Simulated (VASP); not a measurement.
# Bi (P6_3/mmc) in VASP: a series of runs

The runs below take Bi through single point, relaxation of cell and atoms, with PBE.

Program: VASP 6.6.1. These are calculated values, not measurements. Logs are shortened: lines on timing, memory, paths and dates and some standing lists are left out, and cuts for length are marked.

**1. The cell of the first run**

Symmetry: P6_3/mmc, No. 194, hexagonal system. The conventional cell has a = 3.322 Å, b = 3.322 Å, c = 5.243 Å, α = 90.00°, β = 90.00°, γ = 120.00°. Within 4.3 Å of Bi (site symmetry -6m2) lie 12 Bi at 3.25 to 3.32 Å.

This isn't the form of Bi at room conditions, which is rhombohedral.

**2. Single point, PBE**

File INCAR:

```
SYSTEM = Bi
  PREC = Accurate
  ENCUT = 520
  EDIFF = 1E-6
  ISMEAR = -1
  SIGMA = 0.08
  LREAL = .False.
  LASPH = .True.
  NELM = 100
  ALGO = Normal
  ISIF = 2
  LWAVE = .False.
  LCHARG = .False.
  GGA = PE
  NBANDS = 22
```

File KPOINTS:

```
Automatic mesh
0
Gamma
  13 13 7
  0 0 0
```

File POSCAR:

```
Bi
1.0
    3.3220098692      0.0000000000      0.0000000000
   -1.6610049346      2.8769449383      0.0000000000
    0.0000000000      0.0000000000      5.2426858756
Bi
2
Direct
    0.3333333333      0.6666666667      0.2500000000
    0.6666666667      0.3333333333      0.7500000000
```

Potentials or basis: VASP PAW PBE potentials, release 64 (Bi_d).

Command:

```sh
$ cat potpaw_PBE.64/Bi_d/POTCAR > POTCAR
$ mpirun -np 1 vasp_std > vasp.out
```

OUTCAR:

```text
SYSTEM = Bi
   PREC = Accurate
   ENCUT = 520
   EDIFF = 1E-6
   ISMEAR = -1
   LREAL = .False.
   LASPH = .True.
   NELM = 100
   ISIF = 2
   GGA = PE

 ion  position               nearest neighbor table
   1  0.333  0.667  0.250-   2 3.25   2 3.25   2 3.25   2 3.25   2 3.25   2 3.25
   2  0.667  0.333  0.750-   1 3.25   1 3.25   1 3.25   1 3.25   1 3.25   1 3.25

  LATTYP: Found a hexagonal cell.
 ALAT       =     3.3220098692
 C/A-ratio  =     1.5781668574

  Lattice vectors:

 A1 = (   3.3220098692,   0.0000000000,   0.0000000000)
 A2 = (  -1.6610049346,   2.8769449383,   0.0000000000)
 A3 = (   0.0000000000,   0.0000000000,   5.2426858756)

Analysis of symmetry for initial positions (statically):
=====================================================================
 Subroutine PRICEL returns:
 Original cell was already a primitive cell.

 Routine SETGRP: Setting up the symmetry group for a
 hexagonal supercell.

 Subroutine GETGRP returns: Found 24 space group operations
 (whereof 12 operations were pure point group operations)
 out of a pool of 24 trial point group operations.

The static configuration has the point symmetry D_3d.
 The point group associated with its full space group is D_6h.

Analysis of symmetry for dynamics (positions and initial velocities):
=====================================================================
 Subroutine PRICEL returns:
 Original cell was already a primitive cell.

 Routine SETGRP: Setting up the symmetry group for a
 hexagonal supercell.

 Subroutine GETGRP returns: Found 24 space group operations
 (whereof 12 operations were pure point group operations)
 out of a pool of 24 trial point group operations.

The dynamic configuration has the point symmetry D_3d.
 The point group associated with its full space group is D_6h.

 Subroutine INISYM returns: Found 24 space group operations
 (whereof 12 operations are pure point group operations),
 and found     1 'primitive' translations

----------------------------------------------------------------------------------------

                                     Primitive cell

  volume of cell :      50.1056

  direct lattice vectors                    reciprocal lattice vectors
     3.322009869  0.000000000  0.000000000     0.301022586  0.173795471  0.000000000
    -1.661004935  2.876944938  0.000000000     0.000000000  0.347590942  0.000000000
     0.000000000  0.000000000  5.242685876     0.000000000  0.000000000  0.190741926

  length of vectors
     3.322009869  3.322009869  5.242685876     0.347590942  0.347590942  0.190741926

  position of ions in fractional coordinates (direct lattice)
     0.333333333  0.666666667  0.250000000
     0.666666667  0.333333333  0.750000000

  ion indices of the primitive-cell ions
   primitive index   ion index
                 1           1
                 2           2

----------------------------------------------------------------------------------------

 KPOINTS: Automatic mesh

Automatic generation of k-mesh.
 Grid dimensions read from file:
 generate k-points for:   13   13    7

 Generating k-lattice:

  Cartesian coordinates                     Fractional coordinates (reciprocal lattice)
     0.023155584  0.013368882  0.000000000     0.076923077  0.000000000  0.000000000
     0.000000000  0.026737765  0.000000000     0.000000000  0.076923077  0.000000000
     0.000000000  0.000000000  0.027248847     0.000000000  0.000000000  0.142857143

  Length of vectors
     0.026737765  0.026737765  0.027248847

  Shift w.r.t. Gamma in fractional coordinates (k-lattice)
     0.000000000  0.000000000  0.000000000

 Subroutine IBZKPT returns following result:
 ===========================================

 Found     84 irreducible k-points:

 Following reciprocal coordinates:
            Coordinates               Weight
  0.000000  0.000000  0.000000      1.000000
  0.076923  0.000000  0.000000      6.000000
  0.153846  0.000000  0.000000      6.000000
  0.230769  0.000000  0.000000      6.000000
  0.307692  0.000000  0.000000      6.000000
  0.384615 -0.000000  0.000000      6.000000
[... 16 lines left out ...]
  0.076923  0.000000  0.142857     12.000000
  0.153846  0.000000  0.142857     12.000000
 [... further k-points ...]
   k-points           NKPTS =     84   k-points in BZ     NKDIM =     84   number of bands    NBANDS=     22
   number of dos      NEDOS =    301   number of ions     NIONS =      2
   total plane-waves  NPLWV =  31360
   dimension x,y,z NGX =    28 NGY =   28 NGZ =   40
   dimension x,y,z NGXF=    56 NGYF=   56 NGZF=   80
   ions per type =               2
   NGX,Y,Z   is equivalent  to a cutoff of  14.01, 14.01, 12.68 a.u.
   NGXF,Y,Z  is equivalent  to a cutoff of  28.02, 28.02, 25.37 a.u.
 SYSTEM =  Bi
   PREC   = accura    normal or accurate (medium, high low for compatibility)
   ISTART =      0    job   : 0-new  1-cont  2-samecut
   ICHARG =      2    charge: 1-file 2-atom 10-const
   ISPIN  =      1    spin polarized calculation?
   LNONCOLLINEAR =      F non collinear calculations
   LSORBIT =      F    spin-orbit coupling
   LASPH  =      T    aspherical Exc in radial PAW
   ENCUT  =  520.0 eV  38.22 Ry    6.18 a.u.   6.18  6.18  9.75*2*pi/ulx,y,z
   NELM   =    100;   NELMIN=  2; NELMDL= -5     # of ELM steps
   EDIFF  = 0.1E-05   stopping-criterion for ELM
   LREAL  =      F    real-space projection
[... 7 lines left out ...]
   TEBEG  =    0.0;   TEEND  =   0.0 temperature during run
   PSTRESS=    0.0 pullay stress
   NELECT =      30.0000    total number of electrons
   NUPDOWN=      -1.0000    fix difference up-down
   EMIN   =  10.00;   EMAX   =-10.00  energy-range for DOS
   EFERMI =   0.00;   METHOD = LEGACY
   ISMEAR =    -1;   SIGMA  =   0.08  broadening in eV -4-tet -1-fermi 0-gaus
   EFERMI_NEDOS =   21; number of points for ismear=-14 and -15
   IALGO  =     38    algorithm
   IMIX   =      4    mixing-type and parameters
     AMIX     =   0.40;   BMIX     =  1.00
     AMIX_MAG =   1.60;   BMIX_MAG =  1.00
  volume/ion in A,a.u.               =      25.05       169.06
  Fermi-wavevector in a.u.,A,eV,Ry     =   1.379812  2.607466 25.903863  1.903880
  Thomas-Fermi vector in A             =   2.504747
   LORBIT       =      0    0 simple, 1 ext, 2 COOP (PROOUT), +10 PAW based schemes
   GGA     = PE    functional components
   LHFCALC =     F    Hartree Fock is set to
   AEXX    =    0.0000 exact exchange contribution
   IVDW    =     0    specifies the selected vdW correction
   LEPSILON=     F    determine dielectric tensor
   LRPA    =     F    only Hartree local field effects (RPA)
 non-spin polarized calculation
  energy-cutoff  :      520.00
  volume of cell :       50.11
 maximum number of plane-waves:      1387
 NGX is ok and might be reduce to    28
   NGX = 13   NGY = 13   NGZ = 19

 number of electron      29.9999997 magnetization

 Free energy of the ion-electron system (eV)
  ---------------------------------------------------
  ext. energy  EPLUGINS =         0.00000000
  ---------------------------------------------------
  free energy    TOTEN  =        -6.80284242 eV

  energy without entropy =       -6.78040037  energy(sigma->0) =       -6.79162139

 E-fermi :  11.0631     XC(G=0): -11.3716

 val. band max:       11.0394594383   @ k =   0.4615   0.0769   0.0000
 cond. band min:      11.0641804483   @ k =   0.4615   0.0769   0.4286
 fundamental gap:      0.0247210100
 Fermi energy:        11.0630921432

 k-point     1 :       0.0000    0.0000    0.0000
  band No.  band energies     occupation
      1     -12.3469      2.00000
      2     -12.3152      2.00000
      3     -12.2849      2.00000
      4     -12.2849      2.00000
      5     -12.2620      2.00000
      6     -12.2620      2.00000
[... 14 lines left out ...]
     21      21.6456      0.00000
     22      22.6072      0.00000

 k-point     2 :       0.0769    0.0000    0.0000
  band No.  band energies     occupation
      1     -12.3446      2.00000
      2     -12.3196      2.00000
      3     -12.2740      2.00000
      4     -12.2715      2.00000
      5     -12.2652      2.00000
      6     -12.2651      2.00000
[... 14 lines left out ...]
     21      21.2101      0.00000
     22      22.3344      0.00000

 k-point     3 :       0.1538    0.0000    0.0000
  band No.  band energies     occupation
      1     -12.3598      2.00000
      2     -12.3089      2.00000
      3     -12.2817      2.00000
      4     -12.2798      2.00000
      5     -12.2616      2.00000
      6     -12.2344      2.00000
[... 14 lines left out ...]
     21      20.6727      0.00000
     22      21.2952      0.00000

 k-point     4 :       0.2308    0.0000    0.0000
  band No.  band energies     occupation
      1     -12.3898      2.00000
      2     -12.3070      2.00000
      3     -12.2992      2.00000
      4     -12.2880      2.00000
      5     -12.2555      2.00000
      6     -12.1819      2.00000
[... 14 lines left out ...]
     21      21.0622      0.00000
     22      21.4647      0.00000

 k-point     5 :       0.3077    0.0000    0.0000
  band No.  band energies     occupation
      1     -12.4205      2.00000
      2     -12.3363      2.00000
      3     -12.3186      2.00000
      4     -12.2850      2.00000
      5     -12.2329      2.00000
      6     -12.1460      2.00000
[... 417 lines left out ...]
 k-point    22 :       0.0000    0.0000    0.1429
  band No.  band energies     occupation
      1     -12.3442      2.00000
      2     -12.3154      2.00000
      3     -12.3044      2.00000
      4     -12.3044      2.00000
      5     -12.2687      2.00000
      6     -12.2687      2.00000
[... 14 lines left out ...]
     21      21.2405      0.00000
     22      22.2700      0.00000

 k-point    23 :       0.0769    0.0000    0.1429
  band No.  band energies     occupation
      1     -12.3433      2.00000
      2     -12.3179      2.00000
      3     -12.3015      2.00000
      4     -12.2963      2.00000
      5     -12.2646      2.00000
      6     -12.2555      2.00000
[... 14 lines left out ...]
     21      21.1531      0.00000
     22      21.7775      0.00000

 k-point    24 :       0.1538    0.0000    0.1429
  band No.  band energies     occupation
      1     -12.3588      2.00000
      2     -12.3122      2.00000
      3     -12.2980      2.00000
      4     -12.2861      2.00000
      5     -12.2572      2.00000
      6     -12.2198      2.00000
[... 14 lines left out ...]
     21      20.4355      0.00000
     22      21.5687      0.00000

 [... further k-points ...]

------------------------ aborting loop because EDIFF is reached ----------------------------------------

  FORCE on cell =-STRESS in cart. coord.  units (eV):
  Direction    XX          YY          ZZ          XY          YZ          ZX
  --------------------------------------------------------------------------------------
  -------------------------------------------------------------------------------------
  Total        6.5507717      6.5507717      6.5384418      0.0000000      0.0000000      0.0000000
  in kB      209.4675454    209.4675454    209.0732845      0.0000000      0.0000000      0.0000000
  external PRESSURE =     209.3361251 kB  Pullay stress =       0.0000000 kB

 VOLUME and BASIS-vectors are now :
 -----------------------------------------------------------------------------
  energy-cutoff  :      520.00
  volume of cell :       50.11
      direct lattice vectors                 reciprocal lattice vectors
     3.322009869  0.000000000  0.000000000     0.301022586  0.173795471  0.000000000
    -1.661004935  2.876944938  0.000000000     0.000000000  0.347590942  0.000000000
     0.000000000  0.000000000  5.242685876     0.000000000  0.000000000  0.190741926

 POSITION                                       TOTAL-FORCE (eV/Angst)
 -----------------------------------------------------------------------------------
     -0.00000      1.91796      1.31067         0.000000     -0.000000      0.000000
      1.66100      0.95898      3.93201        -0.000000      0.000000      0.000000
 -----------------------------------------------------------------------------------
    total drift:                               -0.000000      0.000000      0.000000

  FREE ENERGIE OF THE ION-ELECTRON SYSTEM (eV)
  ---------------------------------------------------
  free  energy   TOTEN  =        -6.8028424152 eV

  energy  without entropy=       -6.7804003666  energy(sigma->0) =       -6.79162139
```

Run time: 92 s. Hardware: 1 thread of Intel Xeon 8259CL, shared host; peak memory 0.22 GiB.

What came out:

```yaml
Free_energy: -6.8028 eV
Pressure: 20.9 GPa
Band_gap_on_the_k_mesh: zero (bands 15 and 16 overlap by 7.69 eV)
```

Levels at points of the mesh, in eV from the Fermi level:
```csv
k point,band 13,band 14,band 15,band 16,band 17,band 18
"(0.00, 0.00, 0.00)",-6.72,3.85,3.85,6.09,6.09,7.31
```

Caveat: the cell stands under pressure; spin-orbit coupling is left out, which moves the levels of the heavy elements.

[end of part 1 of 2]
